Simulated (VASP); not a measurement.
Set up this calculation in VASP 6.6.1, as the native input.

```
Task                   : single point
Functional             : LDA
Potentials or basis    : VASP PAW LDA potentials, release 64 (Al, O)
Cutoff                 : 520 eV
k mesh                 : 9 × 9 × 4
Occupations            : gaussian, width 0.05 eV
Spin                   : no spin polarisation
Dipole correction      : no
Further INCAR settings : ALGO = Normal; EDIFF = 1e-07; NBANDS = 20
```

The structure of Al2O3 lies in POSCAR:

```
Al2O3
1.0
    2.6535789524      0.0000000000      0.0000000000
   -1.3267894762      2.2980667837      0.0000000000
    0.0000000000      0.0000000000      9.7102246384
Al O
2 3
Direct
    0.0000000000      0.0000000000      0.1499923300
    0.0000000000      0.0000000000      0.8500076700
    0.3333333333      0.6666666667      0.2223169200
    0.6666666667      0.3333333333      0.0000000000
    0.3333333333      0.6666666667      0.7776830800
```

This cell differs from its parent crystal: strain -0.080 along x and y, +0.040 along z.

These files were run (other wordings do the same):

INCAR

```
SYSTEM = Al2O3
ALGO = Normal
EDIFF = 1E-7
ENCUT = 520
ISIF = 2
ISMEAR = 0
LASPH = .TRUE.
LCHARG = .TRUE.
LELF = .TRUE.
LREAL = .FALSE.
LVHAR = .TRUE.
LWAVE = .FALSE.
NBANDS = 20
NELM = 80
PREC = Accurate
SIGMA = 0.05
```

KPOINTS

```
k-points
0
G
  9 9 4
  0 0 0
```

Potentials or basis: VASP PAW LDA potentials, release 64 (Al, O).

Command:

```console
$ cat potpaw_LDA.64/Al/POTCAR potpaw_LDA.64/O/POTCAR > POTCAR
$ mpirun -np 1 vasp_std > vasp.out
```

Results of the run:

The pressure is 24.9 GPa, the largest force is 2.801 eV/Å and the band gap on the k mesh is 6.20 eV.

Caveat: the cell differs from its parent crystal (strain -0.080 along x and y, +0.040 along z); the cell stands under pressure; an odd mesh through Γ misses points on the zone boundary, where band edges can lie; forces of over 1 eV/Å act on the atoms, so gaps and moduli don't describe the material at rest.

Wall time 88 s on 1 thread of Intel Xeon 8259CL, on a shared host, peak memory 0.17 GiB.
